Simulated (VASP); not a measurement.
Ba: single point with RPBE+D3(BJ)

The system is Ba.

```
Ba
1.0
     4.69048    0.00000    0.00000
     2.34524    4.06207    0.00000
     2.34524    1.35402    3.82976
Ba
1
Cartesian
  0.0000 0.0000 0.0000
```

This cell differs from its parent crystal: volume scaled by 1.08.

```yaml
Program: VASP 6.6.1
Task: single point
Functional: RPBE
Dispersion: D3(BJ)
Potentials_or_basis: VASP PAW PBE potentials, release 64 (Ba_sv)
Cutoff: 500 eV
k_mesh: 7 × 7 × 7
Occupations: tetrahedron
Spin: no spin polarisation
Dipole_correction: no
Further_INCAR_settings: ALGO = Normal; EDIFF = 1e-06; NBANDS = 11
```

| Property | Result |
| --- | --- |
| Pressure | -4.7 GPa |
| Band gap on the k mesh | 0.02 eV, indirect (least direct gap 0.30 eV) |
| Dispersion energy per atom | -0.951 eV |

Levels at points of the mesh, in eV from the valence-band top:
| k point | band 3 | band 4 | band 5 | band 6 | band 7 | band 8 |
| --- | --- | --- | --- | --- | --- | --- |
| (0.00, 0.00, 0.00) | -14.25 | -14.25 | -2.67 | 1.65 | 1.65 | 1.65 |

Wall time 32 s on 1 thread of AMD EPYC 7R13 (shared host), peak memory 0.17 GiB.

Caveat: the PAW data sets were made with another functional, which shifts forces and pressure a little; spin-orbit coupling is left out, which moves the levels of the heavy elements. A k mesh can miss the band edges.
